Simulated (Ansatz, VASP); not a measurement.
One calculation of Ag, two programs

```
Ag
1.0
     2.87019    0.00000    0.00000
    -1.43509    2.48566    0.00000
     0.00000    0.00000    4.69222
Ag
2
Direct
  0.66667 0.33333 0.75000
  0.33333 0.66667 0.25000
```

Alike in both runs: task single point; functional LDA; k mesh 10 × 10 × 6; occupations fermi-dirac, width 0.05 eV; no spin polarisation.

|  | VASP | Ansatz |
| --- | --- | --- |
| version | VASP 6.6.1 | Ansatz 0.2.0 |
| potentials or method | VASP PAW LDA potentials, release 64 (Ag) | Ansatz PAW |
| plane-wave cutoff (eV) | 520 | 420 |
| valence electrons in the cell | 22 | 38 |

```csv
,VASP,Ansatz,Ansatz less VASP
gap on the k mesh at the Fermi level (eV),none,none,-
pressure (GPa),-4.8,-4.9,-0.14
"traceless stress, the component that is largest in VASP (GPa)",-0.42,-0.42,+0.005
```

LDA's correlation is that of Perdew and Zunger in VASP and of Perdew and Wang (1992) in Ansatz. A gap of «none» marks a metal or a gap that the smearing closes. VASP's potentials hold 22 valence electrons a cell and Ansatz's 38, so a difference there can come from the potentials and not from the codes.
